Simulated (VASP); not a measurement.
# SiMo12 in VASP: single point with PBE

Aim: the single point of SiMo12 with PBE.

Everything below comes from runs of VASP 6.6.1. Logs are shortened: lines on timing, memory, paths and dates and some standing lists are left out, and cuts for length are marked.

**1. The cell of the first run**

The cell holds a slab with vacuum, 13 atoms: a = 5.474 Å, b = 5.474 Å, c = 19.808 Å, α = 90.00°, β = 90.00°, γ = 109.47°.

**2. Single point, PBE**

Input file INCAR:

```
PREC = Accurate ; ENCUT = 520
EDIFF = 1E-7 ; ISMEAR = 0
SIGMA = 0.1 ; LREAL = False
LASPH = True ; NELM = 80
ALGO = Normal ; ISIF = 2
LWAVE = False ; LCHARG = False
LDIPOL = True ; IDIPOL = 3
DIPOL = 0.5 0.5 0.328 ; GGA = PE
NBANDS = 98
```

Input file KPOINTS:

```
Automatic mesh
0
Gamma
  5 5 1
```

Input file POSCAR:

```
SiMo12
1.0
    5.4740909335      0.0000000000      0.0000000000
   -1.8246969778      5.1610224265      0.0000000000
    0.0000000000      0.0000000000     19.8082441207
Mo Si
12 1
Direct
    0.2500000000      0.2500000000      0.2019361219
    0.2500000000      0.7500000000      0.2019361219
    0.7500000000      0.2500000000      0.2019361219
    0.7500000000      0.7500000000      0.2019361219
    0.0000000000      0.0000000000      0.3106875864
    0.0000000000      0.5000000000      0.3106875864
    0.5000000000      0.0000000000      0.3106875864
    0.5000000000      0.5000000000      0.3106875864
    0.2500000000      0.2500000000      0.4194336494
    0.2500000000      0.7500000000      0.4194336494
    0.7500000000      0.2500000000      0.4194336494
    0.7500000000      0.7500000000      0.4194336494
    0.3333333333      0.6666666667      0.5302383954
```

Potentials or basis: VASP PAW PBE potentials, release 64 (Mo_sv, Si).

The run is started by

```sh
$ cat potpaw_PBE.64/Mo_sv/POTCAR potpaw_PBE.64/Si/POTCAR > POTCAR
$ mpirun -np 1 vasp_std > vasp.out
```

OUTCAR:

```text
PREC = Accurate
   ENCUT = 520
   EDIFF = 1E-7
   ISMEAR = 0
   LREAL = False
   LASPH = True
   NELM = 80
   ISIF = 2
   GGA = PE

 ion  position               nearest neighbor table
   1  0.250  0.250  0.202-   5 2.67   8 2.67   2 2.74   2 2.74   3 2.74   3 2.74   7 3.10   6 3.10
                             4 3.16   4 3.16
   2  0.250  0.750  0.202-   6 2.67   7 2.67   1 2.74   1 2.74   4 2.74   4 2.74   5 3.10   8 3.10
                             3 3.16   3 3.16
   3  0.750  0.250  0.202-   6 2.67   7 2.67   4 2.74   4 2.74   1 2.74   1 2.74   5 3.10   8 3.10
                             2 3.16   2 3.16
   4  0.750  0.750  0.202-   5 2.67   8 2.67   3 2.74   3 2.74   2 2.74   2 2.74   7 3.10   6 3.10
                             1 3.16   1 3.16
   5  0.000  0.000  0.311-   9 2.67  12 2.67   1 2.67   4 2.67   6 2.74   6 2.74   7 2.74   7 2.74
                            11 3.10  10 3.10   3 3.10   2 3.10   8 3.16   8 3.16
   6  0.000  0.500  0.311-  10 2.67  11 2.67   2 2.67   3 2.67   5 2.74   5 2.74   8 2.74   8 2.74
                             9 3.10  12 3.10   1 3.10   4 3.10   7 3.16   7 3.16
   7  0.500  0.000  0.311-  10 2.67  11 2.67   2 2.67   3 2.67   8 2.74   8 2.74   5 2.74   5 2.74
                             9 3.10  12 3.10   1 3.10   4 3.10   6 3.16   6 3.16
   8  0.500  0.500  0.311-   9 2.67  12 2.67   1 2.67   4 2.67   7 2.74   7 2.74   6 2.74   6 2.74
                            11 3.10  10 3.10   3 3.10   2 3.10   5 3.16   5 3.16
   9  0.250  0.250  0.419-   5 2.67   8 2.67  10 2.74  10 2.74  11 2.74  11 2.74  13 3.09   6 3.10
                             7 3.10  12 3.16  12 3.16
  10  0.250  0.750  0.419-  13 2.32   7 2.67   6 2.67   9 2.74   9 2.74  12 2.74  12 2.74   8 3.10
                             5 3.10  11 3.16  11 3.16
  11  0.750  0.250  0.419-   6 2.67   7 2.67  12 2.74  12 2.74   9 2.74   9 2.74   5 3.10   8 3.10
                            10 3.16  10 3.16
  12  0.750  0.750  0.419-   5 2.67   8 2.67  11 2.74  11 2.74  10 2.74  10 2.74  13 3.09   6 3.10
                             7 3.10   9 3.16   9 3.16
  13  0.333  0.667  0.530-  10 2.32   9 3.09  12 3.09

  LATTYP: Found a base centered orthorhombic cell.
 ALAT       =     6.3209357480
 B/A-ratio  =     1.4142135624
 C/A-ratio  =     3.1337518542

  Lattice vectors:

 A1 = (   5.4740909335,   0.0000000000,   0.0000000000)
 A2 = (  -1.8246969778,   5.1610224265,   0.0000000000)
 A3 = (   0.0000000000,   0.0000000000,  19.8082441207)

Analysis of symmetry for initial positions (statically):
=====================================================================
 Subroutine PRICEL returns:
 Original cell was already a primitive cell.

 Routine SETGRP: Setting up the symmetry group for a
 base centered orthorhombic supercell.

 Subroutine GETGRP returns: Found  2 space group operations
 (whereof  2 operations were pure point group operations)
 out of a pool of  8 trial point group operations.

The static configuration has the point symmetry C_1h.

Analysis of symmetry for dynamics (positions and initial velocities):
=====================================================================
 Subroutine PRICEL returns:
 Original cell was already a primitive cell.

 Routine SETGRP: Setting up the symmetry group for a
 base centered orthorhombic supercell.

 Subroutine GETGRP returns: Found  2 space group operations
 (whereof  2 operations were pure point group operations)
 out of a pool of  8 trial point group operations.

The dynamic configuration has the point symmetry C_1h.

 Subroutine INISYM returns: Found  2 space group operations
 (whereof  2 operations are pure point group operations),
 and found     1 'primitive' translations

----------------------------------------------------------------------------------------

                                     Primitive cell

  volume of cell :     559.6207

  direct lattice vectors                    reciprocal lattice vectors
     5.474090934  0.000000000  0.000000000     0.182678734  0.064586686  0.000000000
    -1.824696978  5.161022426  0.000000000     0.000000000  0.193760057  0.000000000
     0.000000000  0.000000000 19.808244121     0.000000000  0.000000000  0.050484030

  length of vectors
     5.474090934  5.474090933 19.808244121     0.193760057  0.193760057  0.050484030

  position of ions in fractional coordinates (direct lattice)
     0.250000000  0.250000000  0.201936122
     0.250000000  0.750000000  0.201936122
     0.750000000  0.250000000  0.201936122
[... 54 lines left out ...]
            Coordinates               Weight
  0.000000  0.000000  0.000000      1.000000
  0.200000  0.000000  0.000000      4.000000
  0.400000  0.000000  0.000000      4.000000
  0.200000  0.200000  0.000000      2.000000
  0.400000  0.200000  0.000000      4.000000
 -0.400000  0.200000  0.000000      4.000000
 -0.200000  0.200000  0.000000      2.000000
  0.400000  0.400000  0.000000      2.000000
 -0.400000  0.400000  0.000000      2.000000
   k-points           NKPTS =      9   k-points in BZ     NKDIM =      9   number of bands    NBANDS=     98
   number of dos      NEDOS =    301   number of ions     NIONS =     13
   total plane-waves  NPLWV = 264600
   dimension x,y,z NGX =    42 NGY =   42 NGZ =  150
   dimension x,y,z NGXF=    84 NGYF=   84 NGZF=  300
   ions per type =              12   1
   NGX,Y,Z   is equivalent  to a cutoff of  12.76, 12.76, 12.59 a.u.
   NGXF,Y,Z  is equivalent  to a cutoff of  25.51, 25.51, 25.18 a.u.
 SYSTEM =  unknown system
   PREC   = accura    normal or accurate (medium, high low for compatibility)
   ISTART =      0    job   : 0-new  1-cont  2-samecut
   ICHARG =      2    charge: 1-file 2-atom 10-const
   ISPIN  =      1    spin polarized calculation?
   LNONCOLLINEAR =      F non collinear calculations
   LSORBIT =      F    spin-orbit coupling
   LASPH  =      T    aspherical Exc in radial PAW
   ENCUT  =  520.0 eV  38.22 Ry    6.18 a.u.  10.18 10.18 36.83*2*pi/ulx,y,z
   NELM   =     80;   NELMIN=  2; NELMDL= -5     # of ELM steps
   EDIFF  = 0.1E-06   stopping-criterion for ELM
   LREAL  =      F    real-space projection
   EDIFFG = 0.1E-05   stopping-criterion for IOM
   NSW    =      0    number of steps for IOM
   IBRION =     -1    ionic relax: 0-MD 1-quasi-New 2-CG
   NFREE  =      0    steps in history (QN), initial steepest desc. (CG)
   ISIF   =      2    stress and relaxation
   ISYM   =      2    0-nonsym 1-usesym 2-fastsym
   POTIM  = 0.5000    time-step for ionic-motion
   TEBEG  =    0.0;   TEEND  =   0.0 temperature during run
   PSTRESS=    0.0 pullay stress
   NELECT =     172.0000    total number of electrons
   NUPDOWN=      -1.0000    fix difference up-down
   EMIN   =  10.00;   EMAX   =-10.00  energy-range for DOS
   EFERMI =   0.00;   METHOD = LEGACY
   ISMEAR =     0;   SIGMA  =   0.10  broadening in eV -4-tet -1-fermi 0-gaus
   EFERMI_NEDOS =   21; number of points for ismear=-14 and -15
   IALGO  =     38    algorithm
   IMIX   =      4    mixing-type and parameters
     AMIX     =   0.40;   BMIX     =  1.00
     AMIX_MAG =   1.60;   BMIX_MAG =  1.00
  volume/ion in A,a.u.               =      43.05       290.50
  Fermi-wavevector in a.u.,A,eV,Ry     =   1.104807  2.087782 16.607250  1.220598
  Thomas-Fermi vector in A             =   2.241285
   LORBIT       =      0    0 simple, 1 ext, 2 COOP (PROOUT), +10 PAW based schemes
   GGA     = PE    functional components
   LHFCALC =     F    Hartree Fock is set to
   AEXX    =    0.0000 exact exchange contribution
   IVDW    =     0    specifies the selected vdW correction
   LEPSILON=     F    determine dielectric tensor
   LRPA    =     F    only Hartree local field effects (RPA)
 non-spin polarized calculation
 Gauss-broadening in eV      SIGMA  =   0.10
  energy-cutoff  :      520.00
  volume of cell :      559.62
 maximum number of plane-waves:     15102
 NGX is ok and might be reduce to    42
   NGX = 21   NGY = 21   NGZ = 73

 dipolmoment           0.000000      0.000000     -0.013473 electrons x Angstroem

 number of electron     171.9999986 magnetization

 dipolmoment           0.000000      0.000000      0.056454 electrons x Angstroem

 Free energy of the ion-electron system (eV)
  ---------------------------------------------------
  ext. energy  EPLUGINS =         0.00000000
  ---------------------------------------------------
  free energy    TOTEN  =      -126.13708975 eV

  energy without entropy =     -126.07018240  energy(sigma->0) =     -126.10363608

 E-fermi :   1.4718     XC(G=0):  -5.9335

 val. band max:        1.4620609388   @ k =  -0.2000   0.2000   0.0000
 cond. band min:       1.4722959790   @ k =  -0.4000   0.2000   0.0000
 fundamental gap:      0.0102350402
 Fermi energy:         1.4717966957

 k-point     1 :       0.0000    0.0000    0.0000
  band No.  band energies     occupation
      1     -59.7385      2.00000
      2     -59.5664      2.00000
      3     -59.5503      2.00000
      4     -59.4984      2.00000
      5     -59.4741      2.00000
      6     -59.4259      2.00000
[... 898 lines left out ...]
     97       2.3641      0.00000
     98       2.3836      0.00000

------------------------ aborting loop because EDIFF is reached ----------------------------------------

 vacuum level on the upper side and lower side of the slab       (xc-potential included)         0.029        -0.281

  FORCE on cell =-STRESS in cart. coord.  units (eV):
  Direction    XX          YY          ZZ          XY          YZ          ZX
  --------------------------------------------------------------------------------------
  -------------------------------------------------------------------------------------
  Total       -9.3632068     -9.7198052      2.3169399     -0.5043063     -1.0089886      1.4269245
  in kB      -26.8065835    -27.8275141      6.6333303     -1.4438139     -2.8887044      4.0852424
  external PRESSURE =     -16.0002558 kB  Pullay stress =       0.0000000 kB

 VOLUME and BASIS-vectors are now :
 -----------------------------------------------------------------------------
  energy-cutoff  :      520.00
  volume of cell :      559.62
      direct lattice vectors                 reciprocal lattice vectors
     5.474090934  0.000000000  0.000000000     0.182678734  0.064586686  0.000000000
    -1.824696978  5.161022426  0.000000000     0.000000000  0.193760057  0.000000000
     0.000000000  0.000000000 19.808244121     0.000000000  0.000000000  0.050484030

 POSITION                                       TOTAL-FORCE (eV/Angst)
 -----------------------------------------------------------------------------------
      0.91235      1.29026      4.00000         0.007721      0.014260     -0.068074
      0.00000      3.87077      4.00000        -0.022247      0.015731      0.051861
      3.64939      1.29026      4.00000         0.031174     -0.022043      0.224606
      2.73705      3.87077      4.00000        -0.010871     -0.012033     -0.068074
      0.00000      0.00000      6.15418        -0.081583      0.057688     -0.054287
     -0.91235      2.58051      6.15418        -0.180425     -0.240075     -0.562925
      2.73705      0.00000      6.15418         0.166203      0.250132     -0.562925
      1.82470      2.58051      6.15418         0.081085     -0.057336     -0.186943
      0.91235      1.29026      8.30824        -0.042521      0.099846      0.817972
      0.00000      3.87077      8.30824        -0.297004      0.210014     -0.471149
      3.64939      1.29026      8.30824        -0.190315      0.134573      0.037307
      2.73705      3.87077      8.30824        -0.108309      0.006807      0.817972
      0.60823      3.44068     10.50309         0.647092     -0.457563      0.024659
 -----------------------------------------------------------------------------------
    total drift:                                0.000042     -0.000029      0.000714

  FREE ENERGIE OF THE ION-ELECTRON SYSTEM (eV)
  ---------------------------------------------------
  free  energy   TOTEN  =      -126.1370897519 eV

  energy  without entropy=     -126.0701824004  energy(sigma->0) =     -126.10363608

 vacuum level on the upper side and lower side of the slab         6.326         6.000
```

Run time: 44 min. Hardware: 1 thread of Intel Xeon 8259CL, shared host; peak memory 0.75 GiB.

What came out:

```
Free energy            : -126.1371 eV
Largest force          : 0.825 eV/Å
Band gap on the k mesh : zero (bands 86 and 87 overlap by 1.60 eV)
```

Forces in eV/Å, atoms in the order of the input:
```
Mo   0.008  0.014 -0.068
Mo  -0.022  0.016  0.052
Mo   0.031 -0.022  0.225
Mo  -0.011 -0.012 -0.068
Mo  -0.082  0.058 -0.054
Mo  -0.180 -0.240 -0.563
Mo   0.166  0.250 -0.563
Mo   0.081 -0.057 -0.187
Mo  -0.043  0.100  0.818
Mo  -0.297  0.210 -0.471
Mo  -0.190  0.135  0.037
Mo  -0.108  0.007  0.818
Si   0.647 -0.458  0.025
```
